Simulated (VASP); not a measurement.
Input of a VASP 6.6.1 run:

File POSCAR:

```
Be2C
1.0
    0.0000000000      2.1604856744      2.1604856744
    2.1604856744      0.0000000000      2.1604856744
    2.1604856744      2.1604856744      0.0000000000
Be C
2 1
Direct
    0.7500000000      0.7500000000      0.7500000000
    0.2500000000      0.2500000000      0.2500000000
    0.0000000000      0.0000000000      0.0000000000
```

File INCAR.step1:

```
SYSTEM = Be2C
PREC = Accurate ; ENCUT = 520
EDIFF = 1E-5 ; ISMEAR = 0
SIGMA = 0.01 ; LREAL = .False.
LASPH = .True. ; NELM = 120
ALGO = Normal ; ISIF = 2
LWAVE = .True. ; LCHARG = .False.
NBANDS = 11 ; GGA = PE
GGA_COMPAT = .False.
```

INCAR.step2

```
SYSTEM = Be2C
PREC = Accurate ; ENCUT = 520
EDIFF = 1E-6 ; ISMEAR = 0
SIGMA = 0.01 ; LREAL = .False.
LASPH = .True. ; NELM = 120
ALGO = Normal ; ISIF = 2
LWAVE = .False. ; LCHARG = .False.
GGA = PE ; LHFCALC = .True.
AEXX = 0.4 ; HFSCREEN = 0.2078
PRECFOCK = Normal ; NBANDS = 11
ISTART = 1 ; GGA_COMPAT = .False.
```

Contents of KPOINTS:

```
regular mesh
0
Gamma
  4 4 4
  0 0 0
```

Potentials or basis: VASP PAW PBE potentials, release 64 (Be, C).

Launch:

```console
$ cat potpaw_PBE.64/Be/POTCAR potpaw_PBE.64/C/POTCAR > POTCAR
$ cp INCAR.step1 INCAR
$ mpirun -np 1 vasp_std > vasp.out
$ cp INCAR.step2 INCAR
$ mpirun -np 1 vasp_std > vasp.out
```

(1) Predict the band gap on the k mesh.

(2) What does it give for the pressure?

Results:

(1) 2.41 eV, indirect (least direct gap 5.78 eV).

(2) -3.8 GPa.

Caveat: the k points lie up to 0.63 Å⁻¹ apart; the PAW data sets were made with another functional, which shifts forces and pressure a little.
